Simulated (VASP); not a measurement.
Here is a VASP 6.6.1 calculation.

INCAR

```
PREC = Accurate
ENCUT = 520
EDIFF = 1E-6
ISMEAR = -1
SIGMA = 0.1
LREAL = F
LASPH = T
NELM = 100
ALGO = Normal
ISIF = 2
LWAVE = F
LCHARG = T
GGA = RE
LELF = T
LVHAR = T
NBANDS = 8
```

File KPOINTS:

```
regular mesh
0
Gamma
  15 15 15
```

File POSCAR:

```
As
1.0
   -1.7124683377      1.7124683377      1.7124683377
    1.7124683377     -1.7124683377      1.7124683377
    1.7124683377      1.7124683377     -1.7124683377
As
1
Direct
    0.0000000000      0.0000000000      0.0000000000
```

Potentials or basis: VASP PAW PBE potentials, release 64 (As).

Run with:

```console
$ cat potpaw_PBE.64/As/POTCAR > POTCAR
$ mpirun -np 1 vasp_std > vasp.out
```

**Question.** What does it give for the pressure?

**Answer.** -2.8 GPa.

Caveat: the PAW data sets were made with another functional, which shifts forces and pressure a little.
